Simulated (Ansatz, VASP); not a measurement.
One calculation of Bi2Se3, two programs

The input INCAR:

```
PREC     = Accurate       # precision mode
ENCUT    = 520            # plane-wave cutoff, eV
EDIFF    = 1E-6           # SCF threshold, eV
ISMEAR   = 0              # smearing method
SIGMA    = 0.03           # smearing width, eV
LREAL    = False          # projectors in reciprocal space
LASPH    = True           # aspherical terms in the spheres
NELM     = 100            # most SCF steps
ALGO     = Normal         # electronic algorithm
ISIF     = 2              # what is computed and relaxed
LWAVE    = False          # write WAVECAR
LCHARG   = False          # write CHGCAR
GGA      = PS             # functional
NBANDS   = 32             # bands
```

Contents of KPOINTS:

```
regular mesh
0
Gamma
  12 12 12
```

POSCAR

```
Bi2Se3
1.0
    2.0067220765      1.1585815310     10.1715249987
   -2.0067220765      1.1585815310     10.1715249987
    0.0000000000     -2.3171630621     10.1715249987
Bi Se
2 3
Direct
    0.4008000000      0.4008000000      0.4008000000
    0.5992000000      0.5992000000      0.5992000000
    0.0000000000      0.0000000000      0.0000000000
    0.2117000000      0.2117000000      0.2117000000
    0.7883000000      0.7883000000      0.7883000000
```

Input for Ansatz:

```yaml
crystal:
  lattice:
    - [2.0067220765, 1.158581531, 10.1715249987]
    - [-2.0067220765, 1.158581531, 10.1715249987]
    - [0.0, -2.3171630621, 10.1715249987]
  atoms:
    - { symbol: Bi, position: [0.4008, 0.4008, 0.4008] }
    - { symbol: Bi, position: [0.5992, 0.5992, 0.5992] }
    - { symbol: Se, position: [0.0, 0.0, 0.0] }
    - { symbol: Se, position: [0.2117, 0.2117, 0.2117] }
    - { symbol: Se, position: [0.7883, 0.7883, 0.7883] }
basis:
  ecutwfc: 420
kpoints:
  mp_grid: { grid: [12, 12, 12] }
hamiltonian:
  xc: pbesol
scf:
  occupations: { method: gaussian, width: 0.03 }
output:
  forces: true
  stress: true
  eigenvalues: true
```

Alike in both runs: task single point; functional PBEsol; k mesh 12 × 12 × 12; occupations gaussian, width 0.03 eV; no spin polarisation.

|  | VASP | Ansatz |
| --- | --- | --- |
| version | VASP 6.6.1 | Ansatz 0.2.0 |
| potentials or method | VASP PAW PBE potentials, release 64 (Bi_d, Se), cutoff 520 eV | scalar-relativistic, plane waves, PAW |
| valence electrons in the cell | 48 | 78 |

|  | VASP | Ansatz | Ansatz less VASP |
| --- | --- | --- | --- |
| gap on the k mesh at the Fermi level (eV) | 0.45 | 0.45 | +0.001 |
| least direct gap on the mesh (eV) | 0.45 | 0.45 | +0.001 |
| pressure (GPa) | -0.3 | -0.4 | -0.05 |
| traceless stress, the component that is largest in VASP (GPa) | -2.83 | -2.84 | -0.010 |
| rms of the force components (eV/Å) | 0.111 | 0.112 | +0.0011 |

VASP's potentials were made for PBE, not for PBEsol. Atom by atom the forces differ by 0.008 eV/Å (rms over components). VASP's potentials hold 48 valence electrons a cell and Ansatz's 78, so a difference there can come from the potentials and not from the codes.

Spin-orbit coupling is off throughout.
